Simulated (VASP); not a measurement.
# CsPdO (P4/nmm) in VASP: single point with r2SCAN

Aim: the single point of CsPdO with r2SCAN.

All numbers are computed with VASP 6.6.1; they aren't measurements. Logs are shortened: lines on timing, memory, paths and dates and some standing lists are left out, and cuts for length are marked.

## 1. The cell of the first run

The structure is tetragonal, space group P4/nmm (No. 129). The conventional cell has a = 3.746 Å, b = 3.746 Å, c = 8.595 Å, α = 90.00°, β = 90.00°, γ = 90.00°. Within 3.9 Å of Pd (site symmetry 4mm) lie 5 Cs at 2.93 to 3.81 Å and 4 O at 3.55 Å and 8 Pd at 3.68 to 3.75 Å. Cs (site symmetry 4mm) has 4 O at 2.58 Å and 4 Pd at 2.93 Å within 3.4 Å. Within 3.4 Å of O (site symmetry -4m2) lie 4 Cs at 2.58 Å and 4 O at 2.65 Å.

## 2. Single point, r2SCAN

File POSCAR:

```
CsPdO
1.0
    3.7458130000      0.0000000000      0.0000000000
    0.0000000000      3.7458130000      0.0000000000
    0.0000000000      0.0000000000      8.5954780000
Pd Cs O
2 2 2
Direct
    0.2500000000      0.2500000000      0.6490000000
    0.7500000000      0.7500000000      0.3510000000
    0.2500000000      0.2500000000      0.2060000000
    0.7500000000      0.7500000000      0.7940000000
    0.7500000000      0.2500000000      0.0000000000
    0.2500000000      0.7500000000      0.0000000000
```

File INCAR.step1:

```
PREC     = Accurate       # precision mode
ENCUT    = 520            # plane-wave cutoff, eV
ISMEAR   = -1             # smearing method
SIGMA    = 0.1            # smearing width, eV
LREAL    = F              # projectors in reciprocal space
LASPH    = T              # aspherical terms in the spheres
NELM     = 60             # most SCF steps
NBANDS   = 34             # bands
GGA      = PE             # functional
ALGO     = Normal         # electronic algorithm
EDIFF    = 1E-4           # SCF threshold, eV
LWAVE    = T              # write WAVECAR
LCHARG   = F              # write CHGCAR
```

File INCAR.step2:

```
PREC     = Accurate       # precision mode
ENCUT    = 520            # plane-wave cutoff, eV
EDIFF    = 1E-6           # SCF threshold, eV
ISMEAR   = -1             # smearing method
SIGMA    = 0.1            # smearing width, eV
LREAL    = F              # projectors in reciprocal space
LASPH    = T              # aspherical terms in the spheres
NELM     = 60             # most SCF steps
ALGO     = Normal         # electronic algorithm
ISIF     = 2              # what is computed and relaxed
LWAVE    = F              # write WAVECAR
LCHARG   = T              # write CHGCAR
METAGGA  = R2SCAN         # meta-GGA
LMIXTAU  = T            
LELF     = T              # ELF
LVHAR    = T            
NBANDS   = 34             # bands
ISTART   = 1
```

File KPOINTS:

```
Automatic mesh
0
Gamma
  9 9 4
```

Potentials or basis: VASP PAW PBE potentials, release 64 (Pd, Cs_sv, O).

Run with:

```bash
$ cat potpaw_PBE.64/Pd/POTCAR potpaw_PBE.64/Cs_sv/POTCAR potpaw_PBE.64/O/POTCAR > POTCAR
$ cp INCAR.step1 INCAR
$ mpirun -np 1 vasp_std > vasp.out
$ cp INCAR.step2 INCAR
$ mpirun -np 1 vasp_std > vasp.out
```

OUTCAR:

```text
PREC = Accurate
   ENCUT = 520
   EDIFF = 1E-6
   ISMEAR = -1
   LREAL = F
   LASPH = T
   NELM = 60
   ISIF = 2
   METAGGA = R2SCAN
   ISTART = 1

 ion  position               nearest neighbor table
   1  0.250  0.250  0.649-   4 2.93   4 2.93   4 2.93   4 2.93
   2  0.750  0.750  0.351-   3 2.93   3 2.93   3 2.93   3 2.93
   3  0.250  0.250  0.206-   2 2.93   2 2.93   2 2.93   2 2.93
   4  0.750  0.750  0.794-   1 2.93   1 2.93   1 2.93   1 2.93
   5  0.750  0.250  0.000-
   6  0.250  0.750  0.000-

  LATTYP: Found a simple tetragonal cell.
 ALAT       =     3.7458130000
 C/A-ratio  =     2.2946895641

  Lattice vectors:

 A1 = (   3.7458130000,   0.0000000000,   0.0000000000)
 A2 = (   0.0000000000,   3.7458130000,   0.0000000000)
 A3 = (   0.0000000000,   0.0000000000,   8.5954780000)

Analysis of symmetry for initial positions (statically):
=====================================================================
 Subroutine PRICEL returns:
 Original cell was already a primitive cell.

 Routine SETGRP: Setting up the symmetry group for a
 simple tetragonal supercell.

 Subroutine GETGRP returns: Found 16 space group operations
 (whereof  4 operations were pure point group operations)
 out of a pool of 16 trial point group operations.

The static configuration has the point symmetry C_2h.
 The point group associated with its full space group is D_4h.

Analysis of symmetry for dynamics (positions and initial velocities):
=====================================================================
 Subroutine PRICEL returns:
 Original cell was already a primitive cell.

 Routine SETGRP: Setting up the symmetry group for a
 simple tetragonal supercell.

 Subroutine GETGRP returns: Found 16 space group operations
 (whereof  4 operations were pure point group operations)
 out of a pool of 16 trial point group operations.

The dynamic configuration has the point symmetry C_2h.
 The point group associated with its full space group is D_4h.

 Subroutine INISYM returns: Found 16 space group operations
 (whereof  4 operations are pure point group operations),
 and found     1 'primitive' translations

----------------------------------------------------------------------------------------

                                     Primitive cell

  volume of cell :     120.6041

  direct lattice vectors                    reciprocal lattice vectors
     3.745813000  0.000000000  0.000000000     0.266964742  0.000000000  0.000000000
     0.000000000  3.745813000  0.000000000     0.000000000  0.266964742  0.000000000
     0.000000000  0.000000000  8.595478000     0.000000000  0.000000000  0.116340243

  length of vectors
     3.745813000  3.745813000  8.595478000     0.266964742  0.266964742  0.116340243

  position of ions in fractional coordinates (direct lattice)
     0.250000000  0.250000000  0.649000000
     0.750000000  0.750000000  0.351000000
     0.250000000  0.250000000  0.206000000
     0.750000000  0.750000000  0.794000000
     0.750000000  0.250000000  0.000000000
     0.250000000  0.750000000  0.000000000

  ion indices of the primitive-cell ions
   primitive index   ion index
                 1           1
                 2           2
                 3           3
                 4           4
                 5           5
                 6           6

----------------------------------------------------------------------------------------

 KPOINTS: Automatic mesh

Automatic generation of k-mesh.
 Grid dimensions read from file:
 generate k-points for:    9    9    4

 Generating k-lattice:

  Cartesian coordinates                     Fractional coordinates (reciprocal lattice)
     0.029662749  0.000000000  0.000000000     0.111111111  0.000000000  0.000000000
     0.000000000  0.029662749  0.000000000     0.000000000  0.111111111  0.000000000
     0.000000000  0.000000000  0.029085061     0.000000000  0.000000000  0.250000000

  Length of vectors
     0.029662749  0.029662749  0.029085061

  Shift w.r.t. Gamma in fractional coordinates (k-lattice)
     0.000000000  0.000000000  0.000000000

 Subroutine IBZKPT returns following result:
 ===========================================

 Found     45 irreducible k-points:

 Following reciprocal coordinates:
            Coordinates               Weight
  0.000000  0.000000  0.000000      1.000000
  0.111111  0.000000  0.000000      4.000000
  0.222222  0.000000  0.000000      4.000000
  0.333333  0.000000  0.000000      4.000000
  0.444444  0.000000  0.000000      4.000000
  0.111111  0.111111  0.000000      4.000000
[... 16 lines left out ...]
  0.333333  0.111111  0.250000     16.000000
  0.444444  0.111111  0.250000     16.000000
 [... further k-points ...]
   k-points           NKPTS =     45   k-points in BZ     NKDIM =     45   number of bands    NBANDS=     34
   number of dos      NEDOS =    301   number of ions     NIONS =      6
   total plane-waves  NPLWV =  50176
   dimension x,y,z NGX =    28 NGY =   28 NGZ =   64
   dimension x,y,z NGXF=    56 NGYF=   56 NGZF=  128
   ions per type =               2   2   2
   NGX,Y,Z   is equivalent  to a cutoff of  12.43, 12.43, 12.38 a.u.
   NGXF,Y,Z  is equivalent  to a cutoff of  24.85, 24.85, 24.76 a.u.
 SYSTEM =  unknown system
   PREC   = accura    normal or accurate (medium, high low for compatibility)
   ISTART =      1    job   : 0-new  1-cont  2-samecut
   ICHARG =      0    charge: 1-file 2-atom 10-const
   ISPIN  =      1    spin polarized calculation?
   LNONCOLLINEAR =      F non collinear calculations
   LSORBIT =      F    spin-orbit coupling
   LASPH  =      T    aspherical Exc in radial PAW
   ENCUT  =  520.0 eV  38.22 Ry    6.18 a.u.   6.96  6.96 15.98*2*pi/ulx,y,z
   NELM   =     60;   NELMIN=  2; NELMDL=  0     # of ELM steps
   EDIFF  = 0.1E-05   stopping-criterion for ELM
   LREAL  =      F    real-space projection
   EDIFFG = 0.1E-04   stopping-criterion for IOM
   NSW    =      0    number of steps for IOM
   IBRION =     -1    ionic relax: 0-MD 1-quasi-New 2-CG
   NFREE  =      0    steps in history (QN), initial steepest desc. (CG)
   ISIF   =      2    stress and relaxation
   ISYM   =      2    0-nonsym 1-usesym 2-fastsym
   POTIM  = 0.5000    time-step for ionic-motion
   TEBEG  =    0.0;   TEEND  =   0.0 temperature during run
   PSTRESS=    0.0 pullay stress
   NELECT =      50.0000    total number of electrons
   NUPDOWN=      -1.0000    fix difference up-down
   EMIN   =  10.00;   EMAX   =-10.00  energy-range for DOS
   EFERMI =   0.00;   METHOD = LEGACY
   ISMEAR =    -1;   SIGMA  =   0.10  broadening in eV -4-tet -1-fermi 0-gaus
   EFERMI_NEDOS =   21; number of points for ismear=-14 and -15
   IALGO  =     38    algorithm
   IMIX   =      4    mixing-type and parameters
     AMIX     =   0.40;   BMIX     =  1.00
     AMIX_MAG =   1.60;   BMIX_MAG =  1.00
  volume/ion in A,a.u.               =      20.10       135.65
  Fermi-wavevector in a.u.,A,eV,Ry     =   1.220705  2.306798 20.274326  1.490121
  Thomas-Fermi vector in A             =   2.355913
   LORBIT       =      0    0 simple, 1 ext, 2 COOP (PROOUT), +10 PAW based schemes
   METAGGA = R2SCAN    functional components
   LHFCALC =     F    Hartree Fock is set to
   AEXX    =    0.0000 exact exchange contribution
   IVDW    =     0    specifies the selected vdW correction
   LEPSILON=     F    determine dielectric tensor
   LRPA    =     F    only Hartree local field effects (RPA)
 non-spin polarized calculation
  energy-cutoff  :      520.00
  volume of cell :      120.60
 maximum number of plane-waves:      3268
 NGX is ok and might be reduce to    28
   NGX = 13   NGY = 13   NGZ = 31

 number of electron      49.9999970 magnetization

 Free energy of the ion-electron system (eV)
  ---------------------------------------------------
  ext. energy  EPLUGINS =         0.00000000
  ---------------------------------------------------
  free energy    TOTEN  =      -103.36626173 eV

  energy without entropy =     -103.18071922  energy(sigma->0) =     -103.27349047

 E-fermi :   3.2956     XC(G=0): -10.9563

 val. band max:        3.2844208235   @ k =   0.4444   0.1111   0.2500
 cond. band min:       3.2962405770   @ k =   0.4444   0.1111   0.5000
 fundamental gap:      0.0118197535
 Fermi energy:         3.2955696758

 k-point     1 :       0.0000    0.0000    0.0000
  band No.  band energies     occupation
      1     -18.3800      2.00000
      2     -17.9349      2.00000
      3     -14.0931      2.00000
      4     -13.2065      2.00000
      5      -4.7831      2.00000
      6      -4.2046      2.00000
[... 26 lines left out ...]
     33      11.4841      0.00000
     34      11.4841      0.00000

 k-point     2 :       0.1111    0.0000    0.0000
  band No.  band energies     occupation
      1     -18.3344      2.00000
      2     -17.9101      2.00000
      3     -14.0819      2.00000
      4     -13.2618      2.00000
      5      -4.7603      2.00000
      6      -4.3901      2.00000
[... 26 lines left out ...]
     33      11.0799      0.00000
     34      11.3377      0.00000

 k-point     3 :       0.2222    0.0000    0.0000
  band No.  band energies     occupation
      1     -18.2099      2.00000
      2     -17.8505      2.00000
      3     -14.0513      2.00000
      4     -13.4119      2.00000
      5      -4.8970      2.00000
      6      -4.8601      2.00000
[... 26 lines left out ...]
     33      10.9919      0.00000
     34      11.2587      0.00000

 k-point     4 :       0.3333    0.0000    0.0000
  band No.  band energies     occupation
      1     -18.0426      2.00000
      2     -17.7967      2.00000
      3     -14.0031      2.00000
      4     -13.6100      2.00000
      5      -5.3951      2.00000
      6      -5.3016      2.00000
[... 26 lines left out ...]
     33      11.3461      0.00000
     34      11.7049      0.00000

 k-point     5 :       0.4444    0.0000    0.0000
  band No.  band energies     occupation
      1     -17.8878      2.00000
      2     -17.7995      2.00000
      3     -13.9251      2.00000
      4     -13.7947      2.00000
      5      -5.6463      2.00000
      6      -5.6021      2.00000
[... 621 lines left out ...]
 k-point    22 :       0.2222    0.1111    0.2500
  band No.  band energies     occupation
      1     -18.1654      2.00000
      2     -17.8268      2.00000
      3     -14.0458      2.00000
      4     -13.4539      2.00000
      5      -4.9400      2.00000
      6      -4.8255      2.00000
[... 26 lines left out ...]
     33      11.4806      0.00000
     34      11.5160      0.00000

 k-point    23 :       0.3333    0.1111    0.2500
  band No.  band energies     occupation
      1     -18.0020      2.00000
      2     -17.7703      2.00000
      3     -14.0049      2.00000
      4     -13.6403      2.00000
      5      -5.3395      2.00000
      6      -5.3013      2.00000
[... 26 lines left out ...]
     33      11.2843      0.00000
     34      11.5127      0.00000

 k-point    24 :       0.4444    0.1111    0.2500
  band No.  band energies     occupation
      1     -17.8522      2.00000
      2     -17.7690      2.00000
      3     -13.9353      2.00000
      4     -13.8142      2.00000
      5      -5.5975      2.00000
      6      -5.5734      2.00000
[... 26 lines left out ...]
     33      11.1656      0.00000
     34      11.3346      0.00000

 [... further k-points ...]

------------------------ aborting loop because EDIFF is reached ----------------------------------------

  FORCE on cell =-STRESS in cart. coord.  units (eV):
  Direction    XX          YY          ZZ          XY          YZ          ZX
  --------------------------------------------------------------------------------------
  -------------------------------------------------------------------------------------
  Total        4.7265542      4.7265542      3.3180560      0.0000000     -0.0000000      0.0000000
  in kB       62.7903642     62.7903642     44.0790342      0.0000000     -0.0000000      0.0000000
  external PRESSURE =      56.5532542 kB  Pullay stress =       0.0000000 kB

 VOLUME and BASIS-vectors are now :
 -----------------------------------------------------------------------------
  energy-cutoff  :      520.00
  volume of cell :      120.60
      direct lattice vectors                 reciprocal lattice vectors
     3.745813000  0.000000000  0.000000000     0.266964742  0.000000000  0.000000000
     0.000000000  3.745813000  0.000000000     0.000000000  0.266964742  0.000000000
     0.000000000  0.000000000  8.595478000     0.000000000  0.000000000  0.116340243

 POSITION                                       TOTAL-FORCE (eV/Angst)
 -----------------------------------------------------------------------------------
      0.93645      0.93645      5.57847        -0.000000      0.000000     -1.327445
      2.80936      2.80936      3.01701         0.000000     -0.000000      1.327445
      0.93645      0.93645      1.77067         0.000000     -0.000000      0.518051
      2.80936      2.80936      6.82481        -0.000000      0.000000     -0.518051
      2.80936      0.93645      0.00000        -0.000000      0.000000      0.000000
      0.93645      2.80936      0.00000         0.000000      0.000000      0.000000
 -----------------------------------------------------------------------------------
    total drift:                                0.000000      0.000000     -0.000000

  FREE ENERGIE OF THE ION-ELECTRON SYSTEM (eV)
  ---------------------------------------------------
  free  energy   TOTEN  =      -103.3662617325 eV

  energy  without entropy=     -103.1807192172  energy(sigma->0) =     -103.27349047
```

It took 7.7 min on 1 thread of AMD EPYC 7R13 (Zen 3), shared host; peak memory 0.31 GiB.

Results:

| Item | Value |
| --- | --- |
| Free energy | -103.3663 eV |
| Pressure | 5.7 GPa |
| Largest force | 1.327 eV/Å |
| Band gap on the k mesh | zero (bands 25 and 26 overlap by 0.67 eV) |

Forces on the atoms (eV/Å):
```
Pd   0.000  0.000 -1.327
Pd   0.000  0.000  1.327
Cs   0.000  0.000  0.518
Cs   0.000  0.000 -0.518
O    0.000  0.000  0.000
O    0.000  0.000  0.000
```

Levels at points of the mesh, in eV from the Fermi level:
```csv
k point,band 22,band 23,band 24,band 25,band 26,band 27,band 28,band 29
"(0.00, 0.00, 0.00)",-1.08,-0.77,-0.77,-0.52,0.18,0.18,2.90,3.36
"(0.00, 0.00, 0.50)",-1.00,-0.59,-0.59,0.10,0.11,0.11,2.00,3.83
```

Caveat: the cell stands under pressure; the PAW data sets were made with another functional, which shifts forces and pressure a little; spin-orbit coupling is left out, which moves the levels of the heavy elements.
